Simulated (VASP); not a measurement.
Wanted: the native input for a VASP 6.6.1 run.

```yaml
Task: single point
Functional: LDA
Potentials_or_basis: VASP PAW LDA potentials, release 64 (Be, Te)
Cutoff: 600 eV
k_mesh: 6 × 6 × 6
Occupations: gaussian, width 0.05 eV
Spin: no spin polarisation
Dipole_correction: no
Further_INCAR_settings: ALGO = Normal; EDIFF = 1e-06; NBANDS = 11
```

The structure of BeTe lies in POSCAR:

```
BeTe
1.0
    0.0000000000      2.8564981918      2.8564981918
    2.8564981918      0.0000000000      2.8564981918
    2.8564981918      2.8564981918      0.0000000000
Be Te
1 1
Direct
    0.0000000000      0.0000000000      0.0000000000
    0.2500000000      0.2500000000      0.2500000000
```

One way to write it, as run:

INCAR

```
ALGO = Normal ; EDIFF = 1E-6
ENCUT = 600 ; GGA = CA
GGA_COMPAT = False ; ISIF = 2
ISMEAR = 0 ; LASPH = True
LCHARG = False ; LREAL = False
LWAVE = False ; NBANDS = 11
NELM = 120 ; PREC = Accurate
SIGMA = 0.05
```

KPOINTS

```
k-points
0
Gamma
  6 6 6
```

Potentials or basis: VASP PAW LDA potentials, release 64 (Be, Te).

Launch:

```sh
$ cat potpaw_LDA.64/Be/POTCAR potpaw_LDA.64/Te/POTCAR > POTCAR
$ mpirun -np 1 vasp_std > vasp.out
```

Results of the run:

```
Pressure               : -4.3 GPa
Band gap on the k mesh : 1.96 eV, indirect (least direct gap 3.42 eV)
```

Caveat: spin-orbit coupling is left out, which moves the levels of the heavy elements.

Wall time 8.5 s on 1 thread of Intel Xeon 8259CL (shared host), peak memory 0.16 GiB.
